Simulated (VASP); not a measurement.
BaTiO3, 5 atoms in the cell. Symmetry: Pm-3m, No. 221, cubic system. Conventional cell: a = 3.996 Å, b = 3.996 Å, c = 3.996 Å, α = 90.00°, β = 90.00°, γ = 90.00°. Within 3.7 Å of Ba (site symmetry m-3m) lie 12 O at 2.83 Å and 8 Ti at 3.46 Å. Ti (site symmetry m-3m) has 6 O at 2.00 Å within 2.6 Å. Within 2.6 Å of O (site symmetry 4/mmm) lie 2 Ti at 2.00 Å. 

- Program: VASP 6.6.1
- Task: single point
- Functional: PBE
- Dispersion: D4
- Potentials or basis: VASP PAW PBE potentials, release 64 (Ba_sv, Ti_sv, O)
- Cutoff: 520 eV
- k mesh: 6 × 6 × 6
- Occupations: fermi-dirac, width 0.02 eV
- Spin: no spin polarisation
- Dipole correction: no
- Further INCAR settings: ALGO = Normal; EDIFF = 1e-06; NBANDS = 28

Potentials or basis: VASP PAW PBE potentials, release 64 (Ba_sv, Ti_sv, O).

The run is started by

```console
$ cat potpaw_PBE.64/Ba_sv/POTCAR potpaw_PBE.64/Ti_sv/POTCAR potpaw_PBE.64/O/POTCAR > POTCAR
$ mpirun -np 1 vasp_std > vasp.out
```

Hardware: 1 thread of Intel Xeon 8259CL, with other jobs on the host.

**Question.** Estimate the wall time of this run.

**Answer.** It took 76 s on 1 thread of Intel Xeon 8259CL, with other jobs on the host, peak memory 0.19 GiB. Counts: scf iterations 17, k points 20.
